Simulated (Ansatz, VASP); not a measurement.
# Two plane-wave programs on Rb2PdO2

```
Rb O Pd
1.0
     0.00000    4.25120    0.00000
     4.25120    0.00000    0.00000
     2.12560    2.12560   -6.86159
Rb O Pd
2 2 1
Direct
  0.34922 0.34922 0.30156
  0.65078 0.65078 0.69844
  0.13627 0.13627 0.72745
  0.86373 0.86373 0.27255
  0.00000 0.00000 0.00000
```

Alike in both runs: functional PBE; k mesh 5 × 5 × 5; no spin polarisation.

Ansatz relaxed the structure, and its values are those at the end. VASP's run is a single point on that final structure, the one shown.

```csv
,VASP,Ansatz
version,VASP 6.6.1,Ansatz 0.2.0
potentials or method,"VASP PAW PBE potentials, release 64 (Rb_sv, O, Pd), cutoff 520 eV",PAW plane waves
occupations,"fermi-dirac, width 0.1 eV",fermi-dirac
valence electrons in the cell,40,48
```

VASP gave:

- gap on the k mesh at the Fermi level (eV): none
- pressure (GPa): 0.0
- rms of the force components (eV/Å): 0.006

**Question.** What did Ansatz give for the same quantities?

**Answer.** gap on the k mesh at the Fermi level (eV): none; pressure (GPa): 0.0; rms of the force components (eV/Å): 0.001.

A gap of «none» marks a metal or a gap that the smearing closes. VASP's potentials hold 40 valence electrons a cell and Ansatz's 48, so a difference there can come from the potentials and not from the codes.
